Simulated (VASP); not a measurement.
Here is a VASP 6.6.1 calculation.

Contents of INCAR:

```
ALGO = Normal ; EDIFF = 1E-6
ENCUT = 520 ; GGA = PS
ISIF = 2 ; ISMEAR = -1
LASPH = True ; LCHARG = False
LREAL = False ; LWAVE = False
NBANDS = 12 ; NELM = 80
PREC = Accurate ; SIGMA = 0.1
```

File KPOINTS:

```
k-points
0
Gamma
  13 13 4
```

The input POSCAR:

```
Mg
1.0
    3.0893122402      0.0000000000      0.0000000000
   -1.5446561201      2.6754228802      0.0000000000
    0.0000000000      0.0000000000     10.0474708947
Mg
4
Direct
    0.0000000000      1.0000000000      0.0000000000
    0.0000000000      0.0000000000      0.5000000000
    0.3333333333      0.6666666667      0.2500000000
    0.6666666667      0.3333333333      0.7500000000
```

Potentials or basis: VASP PAW PBE potentials, release 64 (Mg).

Run with:

```sh
$ cat potpaw_PBE.64/Mg/POTCAR > POTCAR
$ mpirun -np 1 vasp_std > vasp.out
```

(1) Estimate the pressure.

(2) What does it give for the band gap on the k mesh?

## Answers

(1) 3.7 GPa.

(2) zero (bands 4 and 5 overlap by 2.43 eV).

Caveat: the cell stands under pressure; the PAW data sets were made with another functional, which shifts forces and pressure a little.
